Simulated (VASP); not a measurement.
# BaO (e600) (Fm-3m) in VASP: further runs

BaO (e600) is run at these levels: PBEsol; tasks: single point, relaxation of the atoms.

Everything below comes from runs of VASP 6.6.1. Logs are shortened: lines on timing, memory, paths and dates and some standing lists are left out, and cuts for length are marked.

## (1) The cell of the first run

The structure is cubic, space group Fm-3m (No. 225). Conventional cell: a = 5.435 Å, b = 5.435 Å, c = 5.435 Å, α = 90.00°, β = 90.00°, γ = 90.00°. Ba (site symmetry m-3m) has 6 O at 2.72 Å within 3.6 Å. Within 3.6 Å of O (site symmetry m-3m) lie 6 Ba at 2.72 Å.

## (2) Single point, PBEsol (strained cell)

Input file INCAR:

```
SYSTEM = BaO
ALGO = Normal ; EDIFF = 1E-6
ENCUT = 600 ; GGA = PS
GGA_COMPAT = .False. ; ISIF = 2
ISMEAR = 0 ; LASPH = .True.
LCHARG = .False. ; LREAL = .False.
LWAVE = .False. ; NBANDS = 15
NELM = 120 ; PREC = Accurate
SIGMA = 0.02
```

Input file KPOINTS:

```
k-points
0
Gamma
  8 8 8
  0 0 0
```

Input file POSCAR:

```
BaO
1.0
    0.0000000000      2.7176118866      2.7176118866
    2.7176118866      0.0000000000      2.7176118866
    2.7176118866      2.7176118866      0.0000000000
Ba O
1 1
Direct
    0.0000000000      0.0000000000      0.0000000000
    0.5000000000      0.5000000000      0.5000000000
```

Potentials or basis: VASP PAW PBE potentials, release 64 (Ba_sv, O).

Command:

```sh
> cat potpaw_PBE.64/Ba_sv/POTCAR potpaw_PBE.64/O/POTCAR > POTCAR
> mpirun -np 1 vasp_std > vasp.out
```

OUTCAR:

```text
SYSTEM = BaO
   EDIFF = 1E-6
   ENCUT = 600
   GGA = PS
   ISIF = 2
   ISMEAR = 0
   LASPH = .True.
   LREAL = .False.
   NELM = 120
   PREC = Accurate

 ion  position               nearest neighbor table
   1  0.000  0.000  0.000-   2 2.72   2 2.72   2 2.72   2 2.72   2 2.72   2 2.72
   2  0.500  0.500  0.500-   1 2.72   1 2.72   1 2.72   1 2.72   1 2.72   1 2.72

  LATTYP: Found a face centered cubic cell.
 ALAT       =     5.4352237732

  Lattice vectors:

 A1 = (   0.0000000000,   2.7176118866,   2.7176118866)
 A2 = (   2.7176118866,   0.0000000000,   2.7176118866)
 A3 = (   2.7176118866,   2.7176118866,   0.0000000000)

Analysis of symmetry for initial positions (statically):
=====================================================================
 Subroutine PRICEL returns:
 Original cell was already a primitive cell.

 Routine SETGRP: Setting up the symmetry group for a
 face centered cubic supercell.

 Subroutine GETGRP returns: Found 48 space group operations
 (whereof 48 operations were pure point group operations)
 out of a pool of 48 trial point group operations.

The static configuration has the point symmetry O_h .

Analysis of symmetry for dynamics (positions and initial velocities):
=====================================================================
 Subroutine PRICEL returns:
 Original cell was already a primitive cell.

 Routine SETGRP: Setting up the symmetry group for a
 face centered cubic supercell.

 Subroutine GETGRP returns: Found 48 space group operations
 (whereof 48 operations were pure point group operations)
 out of a pool of 48 trial point group operations.

The dynamic configuration has the point symmetry O_h .

 Subroutine INISYM returns: Found 48 space group operations
 (whereof 48 operations are pure point group operations),
 and found     1 'primitive' translations

----------------------------------------------------------------------------------------

                                     Primitive cell

  volume of cell :      40.1414

  direct lattice vectors                    reciprocal lattice vectors
     0.000000000  2.717611887  2.717611887    -0.183985065  0.183985065  0.183985065
     2.717611887  0.000000000  2.717611887     0.183985065 -0.183985065  0.183985065
     2.717611887  2.717611887  0.000000000     0.183985065  0.183985065 -0.183985065

  length of vectors
     3.843283587  3.843283587  3.843283587     0.318671481  0.318671481  0.318671481

  position of ions in fractional coordinates (direct lattice)
     0.000000000  0.000000000  0.000000000
     0.500000000  0.500000000  0.500000000

  ion indices of the primitive-cell ions
   primitive index   ion index
                 1           1
                 2           2

----------------------------------------------------------------------------------------

 KPOINTS: k-points

Automatic generation of k-mesh.
 Grid dimensions read from file:
 generate k-points for:    8    8    8

 Generating k-lattice:

  Cartesian coordinates                     Fractional coordinates (reciprocal lattice)
    -0.022998133  0.022998133  0.022998133     0.125000000  0.000000000  0.000000000
     0.022998133 -0.022998133  0.022998133     0.000000000  0.125000000  0.000000000
     0.022998133  0.022998133 -0.022998133     0.000000000  0.000000000  0.125000000

  Length of vectors
     0.039833935  0.039833935  0.039833935

  Shift w.r.t. Gamma in fractional coordinates (k-lattice)
     0.000000000  0.000000000  0.000000000

 Subroutine IBZKPT returns following result:
 ===========================================

 Found     29 irreducible k-points:

 Following reciprocal coordinates:
            Coordinates               Weight
  0.000000  0.000000  0.000000      1.000000
  0.125000  0.000000  0.000000      8.000000
  0.250000  0.000000  0.000000      8.000000
  0.375000  0.000000  0.000000      8.000000
  0.500000  0.000000  0.000000      4.000000
  0.125000  0.125000  0.000000      6.000000
[... 16 lines left out ...]
  0.500000  0.250000  0.125000     48.000000
 -0.375000  0.250000  0.125000     24.000000
 [... further k-points ...]
   k-points           NKPTS =     29   k-points in BZ     NKDIM =     29   number of bands    NBANDS=     15
   number of dos      NEDOS =    301   number of ions     NIONS =      2
   total plane-waves  NPLWV =  32768
   dimension x,y,z NGX =    32 NGY =   32 NGZ =   32
   dimension x,y,z NGXF=    64 NGYF=   64 NGZF=   64
   ions per type =               1   1
   NGX,Y,Z   is equivalent  to a cutoff of  13.84, 13.84, 13.84 a.u.
   NGXF,Y,Z  is equivalent  to a cutoff of  27.68, 27.68, 27.68 a.u.
 SYSTEM =  BaO
   PREC   = accura    normal or accurate (medium, high low for compatibility)
   ISTART =      0    job   : 0-new  1-cont  2-samecut
   ICHARG =      2    charge: 1-file 2-atom 10-const
   ISPIN  =      1    spin polarized calculation?
   LNONCOLLINEAR =      F non collinear calculations
   LSORBIT =      F    spin-orbit coupling
   LASPH  =      T    aspherical Exc in radial PAW
   ENCUT  =  600.0 eV  44.10 Ry    6.64 a.u.   7.68  7.68  7.68*2*pi/ulx,y,z
   NELM   =    120;   NELMIN=  2; NELMDL= -5     # of ELM steps
   EDIFF  = 0.1E-05   stopping-criterion for ELM
   LREAL  =      F    real-space projection
   EDIFFG = 0.1E-04   stopping-criterion for IOM
   NSW    =      0    number of steps for IOM
   IBRION =     -1    ionic relax: 0-MD 1-quasi-New 2-CG
   NFREE  =      0    steps in history (QN), initial steepest desc. (CG)
   ISIF   =      2    stress and relaxation
   ISYM   =      2    0-nonsym 1-usesym 2-fastsym
   POTIM  = 0.5000    time-step for ionic-motion
   TEBEG  =    0.0;   TEEND  =   0.0 temperature during run
   PSTRESS=    0.0 pullay stress
   NELECT =      16.0000    total number of electrons
   NUPDOWN=      -1.0000    fix difference up-down
   EMIN   =  10.00;   EMAX   =-10.00  energy-range for DOS
   EFERMI =   0.00;   METHOD = LEGACY
   ISMEAR =     0;   SIGMA  =   0.02  broadening in eV -4-tet -1-fermi 0-gaus
   EFERMI_NEDOS =   21; number of points for ismear=-14 and -15
   IALGO  =     38    algorithm
   IMIX   =      4    mixing-type and parameters
     AMIX     =   0.40;   BMIX     =  1.00
     AMIX_MAG =   1.60;   BMIX_MAG =  1.00
  volume/ion in A,a.u.               =      20.07       135.44
  Fermi-wavevector in a.u.,A,eV,Ry     =   1.204807  2.276755 19.749663  1.451559
  Thomas-Fermi vector in A             =   2.340521
   LORBIT       =      0    0 simple, 1 ext, 2 COOP (PROOUT), +10 PAW based schemes
   GGA     = PS    functional components
   LHFCALC =     F    Hartree Fock is set to
   AEXX    =    0.0000 exact exchange contribution
   IVDW    =     0    specifies the selected vdW correction
   LEPSILON=     F    determine dielectric tensor
   LRPA    =     F    only Hartree local field effects (RPA)
 non-spin polarized calculation
 Gauss-broadening in eV      SIGMA  =   0.02
  energy-cutoff  :      600.00
  volume of cell :       40.14
 maximum number of plane-waves:      1363
   NGX = 15   NGY = 15   NGZ = 15

 number of electron      15.9999998 magnetization

 Free energy of the ion-electron system (eV)
  ---------------------------------------------------
  ext. energy  EPLUGINS =         0.00000000
  ---------------------------------------------------
  free energy    TOTEN  =       -12.36939905 eV

  energy without entropy =      -12.36939905  energy(sigma->0) =      -12.36939905

 E-fermi :   2.3290     XC(G=0): -10.1209

 val. band max:        2.1287188923   @ k =   0.5000   0.5000   0.0000
 cond. band min:       3.7740988153   @ k =   0.5000   0.5000   0.0000
 fundamental gap:      1.6453799230
 Fermi energy:         2.3290076109

 k-point     1 :       0.0000    0.0000    0.0000
  band No.  band energies     occupation
      1     -23.7515      2.00000
      2     -12.9832      2.00000
      3      -8.1168      2.00000
      4      -8.1168      2.00000
      5      -8.1168      2.00000
      6       1.6123      2.00000
      7       1.6123      2.00000
      8       1.6123      2.00000
      9       5.7249      0.00000
     10       6.7024      0.00000
     11       6.7024      0.00000
     12       6.7024      0.00000
     13       9.1385      0.00000
     14       9.1385      0.00000
     15      11.8944      0.00000

 k-point     2 :       0.1250    0.0000    0.0000
  band No.  band energies     occupation
      1     -23.7050      2.00000
      2     -13.1152      2.00000
      3      -8.1564      2.00000
      4      -8.1375      2.00000
      5      -8.1375      2.00000
      6       1.2496      2.00000
      7       1.3856      2.00000
      8       1.3856      2.00000
      9       6.3647      0.00000
     10       6.6019      0.00000
     11       7.0152      0.00000
     12       7.0152      0.00000
     13       9.5827      0.00000
     14       9.5827      0.00000
     15      12.9355      0.00000

 k-point     3 :       0.2500    0.0000    0.0000
  band No.  band energies     occupation
      1     -23.5892      2.00000
      2     -13.4349      2.00000
      3      -8.2445      2.00000
      4      -8.1859      2.00000
      5      -8.1859      2.00000
      6       0.5719      2.00000
      7       0.9068      2.00000
      8       0.9068      2.00000
      9       6.4764      0.00000
     10       7.8657      0.00000
     11       7.8657      0.00000
     12       8.0634      0.00000
     13      10.6741      0.00000
     14      10.6741      0.00000
     15      15.1962      0.00000
[... 343 lines left out ...]
 k-point    23 :       0.5000    0.2500    0.1250
  band No.  band energies     occupation
      1     -23.4097      2.00000
      2     -13.6335      2.00000
      3      -8.8534      2.00000
      4      -8.6847      2.00000
      5      -8.2471      2.00000
      6       0.4383      2.00000
      7       0.7131      2.00000
      8       1.4350      2.00000
      9       6.1102      0.00000
     10       8.1690      0.00000
     11       9.6673      0.00000
     12       9.8091      0.00000
     13      11.9631      0.00000
     14      13.4751      0.00000
     15      15.1805      0.00000

 k-point    24 :      -0.3750    0.2500    0.1250
  band No.  band energies     occupation
      1     -23.3690      2.00000
      2     -13.6959      2.00000
      3      -8.8752      2.00000
      4      -8.8649      2.00000
      5      -8.2340      2.00000
      6       0.3095      2.00000
      7       1.0292      2.00000
      8       1.0849      2.00000
      9       6.9130      0.00000
     10       7.5421      0.00000
     11      10.1657      0.00000
     12      10.2584      0.00000
     13      12.5831      0.00000
     14      14.2046      0.00000
     15      14.5850      0.00000

 [... further k-points ...]

------------------------ aborting loop because EDIFF is reached ----------------------------------------

  FORCE on cell =-STRESS in cart. coord.  units (eV):
  Direction    XX          YY          ZZ          XY          YZ          ZX
  --------------------------------------------------------------------------------------
  -------------------------------------------------------------------------------------
  Total        1.1500576      1.1500576      1.1500576      0.0000000     -0.0000000     -0.0000000
  in kB       45.9026620     45.9026620     45.9026620      0.0000000     -0.0000000     -0.0000000
  external PRESSURE =      45.9026620 kB  Pullay stress =       0.0000000 kB

 VOLUME and BASIS-vectors are now :
 -----------------------------------------------------------------------------
  energy-cutoff  :      600.00
  volume of cell :       40.14
      direct lattice vectors                 reciprocal lattice vectors
     0.000000000  2.717611887  2.717611887    -0.183985065  0.183985065  0.183985065
     2.717611887  0.000000000  2.717611887     0.183985065 -0.183985065  0.183985065
     2.717611887  2.717611887  0.000000000     0.183985065  0.183985065 -0.183985065

 POSITION                                       TOTAL-FORCE (eV/Angst)
 -----------------------------------------------------------------------------------
      0.00000      0.00000      0.00000         0.000000      0.000000      0.000000
      2.71761      2.71761      2.71761        -0.000000     -0.000000     -0.000000
 -----------------------------------------------------------------------------------
    total drift:                                0.000000     -0.000000      0.000000

  FREE ENERGIE OF THE ION-ELECTRON SYSTEM (eV)
  ---------------------------------------------------
  free  energy   TOTEN  =       -12.3693990505 eV

  energy  without entropy=      -12.3693990505  energy(sigma->0) =      -12.36939905
```

It took 14 s on 1 thread of Intel Xeon Platinum 8375C at 2.90GHz (Ice Lake), shared host; peak memory 0.18 GiB.

Results:

```
Free energy            : -12.3694 eV
Pressure               : 4.6 GPa
Band gap on the k mesh : 1.65 eV, direct
```

Caveat: the cell differs from its parent crystal (strained cell); the PAW data sets were made with another functional, which shifts forces and pressure a little; spin-orbit coupling is left out, which moves the levels of the heavy elements.

## (3) Relaxation of the atoms, PBEsol (strained cell)

Input file INCAR:

```
PREC     = Accurate       # precision mode
ENCUT    = 520            # plane-wave cutoff, eV
EDIFF    = 1E-7           # SCF threshold, eV
ISMEAR   = 0              # smearing method
SIGMA    = 0.02           # smearing width, eV
LREAL    = F              # projectors in reciprocal space
LASPH    = T              # aspherical terms in the spheres
NELM     = 120            # most SCF steps
ALGO     = Normal         # electronic algorithm
ISIF     = 2              # what is computed and relaxed
LWAVE    = F              # write WAVECAR
LCHARG   = F              # write CHGCAR
GGA      = PS             # functional
IBRION   = 2              # ionic algorithm
NSW      = 60             # ionic steps
EDIFFG   = -0.002         # ionic threshold
GGA_COMPAT= F            
NELMIN   = 4
```

Input file KPOINTS:

```
regular mesh
0
Gamma
  8 8 8
```

POSCAR is that of step 2.

Potentials or basis: VASP PAW PBE potentials, release 64 (Ba_sv, O).

Command:

```sh
> cat potpaw_PBE.64/Ba_sv/POTCAR potpaw_PBE.64/O/POTCAR > POTCAR
> mpirun -np 1 vasp_std > vasp.out
```

Wall time 16 s (1 thread of Intel Xeon Platinum 8375C at 2.90GHz (Ice Lake), shared host); peak memory 0.17 GiB.

The run converged. Its results:

```yaml
Free_energy: -12.3679 eV
Pressure_after_relaxing: 4.7 GPa
Band_gap_on_the_k_mesh: 1.64 eV, direct
```

Final structure:
```xyz
2
Lattice="0.0000 2.7176 2.7176 2.7176 0.0000 2.7176 2.7176 2.7176 0.0000" Properties=species:S:1:pos:R:3 pbc="T T T"
Ba    0.0000    0.0000    0.0000
O     2.7176    2.7176    2.7176
```

Levels at points of the mesh, in eV from the valence-band top:
```
           k point  band 4  band 5  band 6  band 7  band 8  band 9  band 10  band 11  band 12
(0.00, 0.00, 0.00)  -10.25  -10.25   -0.52   -0.52   -0.52    3.59     4.57     4.57     4.57
(0.50, 0.00, 0.00)  -10.38  -10.38   -2.30   -1.79   -1.79    4.90     7.29     7.29     8.30
(0.50, 0.50, 0.00)  -10.95  -10.95   -0.25   -0.25    0.00    1.64     6.14     9.14     9.56
```

Caveat: the cell differs from its parent crystal (strained cell); the relaxation stopped at its first step, so nothing moved; the PAW data sets were made with another functional, which shifts forces and pressure a little; spin-orbit coupling is left out, which moves the levels of the heavy elements. A k mesh can miss the band edges.
